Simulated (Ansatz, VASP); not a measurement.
**Sc: VASP beside Ansatz**

File INCAR:

```
SYSTEM = Sc
  PREC = Accurate
  ENCUT = 520
  EDIFF = 1E-7
  ISMEAR = 0
  SIGMA = 0.15
  LREAL = .False.
  LASPH = .True.
  NELM = 60
  ALGO = Fast
  ISIF = 2
  LWAVE = .False.
  LCHARG = .False.
  GGA = PS
  NBANDS = 12
```

Contents of KPOINTS:

```
Automatic mesh
0
Gamma
  18 18 18
  0 0 0
```

File POSCAR:

```
Sc
1.0
    0.0000000000      2.3045575000      2.2705000000
    2.3045575000      0.0000000000      2.2705000000
    2.3045575000      2.3045575000      0.0000000000
Sc
1
Direct
    0.0000000000      0.0000000000      0.0000000000
```

Input for Ansatz:

```yaml
crystal:
  lattice:
    - [0.0, 2.3045575, 2.2705]
    - [2.3045575, 0.0, 2.2705]
    - [2.3045575, 2.3045575, 0.0]
  atoms:
    - { symbol: Sc, position: [0.0, 0.0, 0.0] }
basis:
  ecutwfc: 420
kpoints:
  mp_grid: { grid: [18, 18, 18] }
hamiltonian:
  xc: pbesol
scf:
  occupations: { method: gaussian, width: 0.15 }
output:
  forces: true
  stress: true
  eigenvalues: true
```

Change from the starting cell: strain +0.015 along x and y, +0.000 along z, atoms carried along.

Alike in both runs: task single point; functional PBEsol; k mesh 18 × 18 × 18; occupations gaussian, width 0.15 eV; no spin polarisation.

```csv
,VASP,Ansatz
version,VASP 6.6.1,Ansatz 0.2.0
potentials or method,"VASP PAW PBE potentials, release 64 (Sc_sv), cutoff 520 eV","scalar-relativistic, plane waves, PAW"
valence electrons in the cell,11,11
```

|  | VASP | Ansatz | Ansatz less VASP |
| --- | --- | --- | --- |
| gap on the k mesh at the Fermi level (eV) | none | none | - |
| pressure (GPa) | -1.1 | -1.1 | 0.00 |
| traceless stress, the component that is largest in VASP (GPa) | 0.28 | 0.28 | 0.000 |

VASP's potentials were made for PBE, not for PBEsol. A gap of «none» marks a metal or a gap that the smearing closes.
